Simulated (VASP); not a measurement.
A run of VASP 6.6.1:

File INCAR:

```
SYSTEM = ZnSe
PREC = Accurate
ENCUT = 520
EDIFF = 1E-6
ISMEAR = -1
SIGMA = 0.08
LREAL = .FALSE.
LASPH = .TRUE.
NELM = 100
ALGO = Normal
ISIF = 2
LWAVE = .FALSE.
LCHARG = .FALSE.
GGA = PE
NBANDS = 16
```

KPOINTS

```
Automatic mesh
0
G
  15 15 15
  0 0 0
```

POSCAR

```
ZnSe
1.0
    3.3533101730      0.0000000000      0.0000000000
    0.0000000000      3.3533101730      0.0000000000
    0.0000000000      0.0000000000      3.3533101730
Zn Se
1 1
Direct
    0.0000000000      0.0000000000      0.0000000000
    0.5000000000      0.5000000000      0.5000000000
```

Potentials or basis: VASP PAW PBE potentials, release 64 (Zn, Se).

Command:

```console
$ cat potpaw_PBE.64/Zn/POTCAR potpaw_PBE.64/Se/POTCAR > POTCAR
$ mpirun -np 1 vasp_std > vasp.out
```

Hardware: 1 thread of Intel Xeon 8259CL (shared host).

Question: How long does it take, and how much memory?

Answer: Run time: 100 s on 1 thread of Intel Xeon 8259CL, with other jobs on the host, peak memory 0.21 GiB. Counts: scf iterations 12, k points 120.
